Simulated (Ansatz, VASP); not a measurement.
## One calculation of GePt, two programs

INCAR

```
SYSTEM = GePt
ALGO = Normal ; EDIFF = 1E-7
EDIFFG = -0.04 ; ENCUT = 600
GGA = PE ; IBRION = 2
ISIF = 3 ; ISMEAR = 0
LASPH = .TRUE. ; LCHARG = .FALSE.
LREAL = .FALSE. ; LWAVE = .FALSE.
NELM = 100 ; NSW = 90
PREC = Accurate ; SIGMA = 0.1
```

Contents of KPOINTS:

```
k-points
0
G
  4 6 4
  0 0 0
```

The input POSCAR:

```
GePt
1.0
    5.7320000000      0.0000000000      0.0000000000
    0.0000000000      3.7010000000      0.0000000000
    0.0000000000      0.0000000000      6.0880000000
Ge Pt
4 4
Direct
    0.8050000000      0.7500000000      0.5900000000
    0.1950000000      0.2500000000      0.4100000000
    0.6950000000      0.2500000000      0.0900000000
    0.3050000000      0.7500000000      0.9100000000
    0.9900000000      0.7500000000      0.1950000000
    0.0100000000      0.2500000000      0.8050000000
    0.5100000000      0.2500000000      0.6950000000
    0.4900000000      0.7500000000      0.3050000000
```

Input for Ansatz:

```yaml
crystal:
  lattice:
    - [5.732, 0.0, 0.0]
    - [0.0, 3.701, 0.0]
    - [0.0, 0.0, 6.088]
  atoms:
    - { symbol: Ge, position: [0.805, 0.75, 0.59] }
    - { symbol: Ge, position: [0.195, 0.25, 0.41] }
    - { symbol: Ge, position: [0.695, 0.25, 0.09] }
    - { symbol: Ge, position: [0.305, 0.75, 0.91] }
    - { symbol: Pt, position: [0.99, 0.75, 0.195] }
    - { symbol: Pt, position: [0.01, 0.25, 0.805] }
    - { symbol: Pt, position: [0.51, 0.25, 0.695] }
    - { symbol: Pt, position: [0.49, 0.75, 0.305] }
basis:
  ecutwfc: 420
kpoints:
  mp_grid: { grid: [4, 6, 4] }
hamiltonian:
  xc: pbe
scf:
  occupations: { method: gaussian, width: 0.1 }
  lower_state_search: "off"
output:
  forces: true
  stress: true
  eigenvalues: true
relax:
  adjacent_minimum: "off"
  f_tol: 0.04
  max_steps: 70
  cell: { stress_tol: 0.4 }
```

Alike in both runs: task relaxation of cell and atoms; functional PBE; k mesh 4 × 6 × 4; occupations gaussian, width 0.1 eV; no spin polarisation.

|  | VASP | Ansatz |
| --- | --- | --- |
| version | VASP 6.6.1 | Ansatz 0.2.0 |
| potentials or method | VASP PAW PBE potentials, release 64 (Ge_d, Pt), cutoff 600 eV | scalar-relativistic, plane waves, PAW |
| valence electrons in the cell | 96 | 128 |

|  | VASP | Ansatz | Ansatz less VASP |
| --- | --- | --- | --- |
| gap on the k mesh at the Fermi level, each at its own relaxed structure (eV) | none | none | - |
| relaxed volume (Å³/atom) | 16.85 | 16.85 | 0.000 |
| relaxed cell length with the largest relative difference (Å) | 3.739 | 3.747 | +0.0080 |

A gap of «none» marks a metal or a gap that the smearing closes. VASP's potentials hold 96 valence electrons a cell and Ansatz's 128, so a difference there can come from the potentials and not from the codes.

Neither program's run includes spin-orbit coupling.
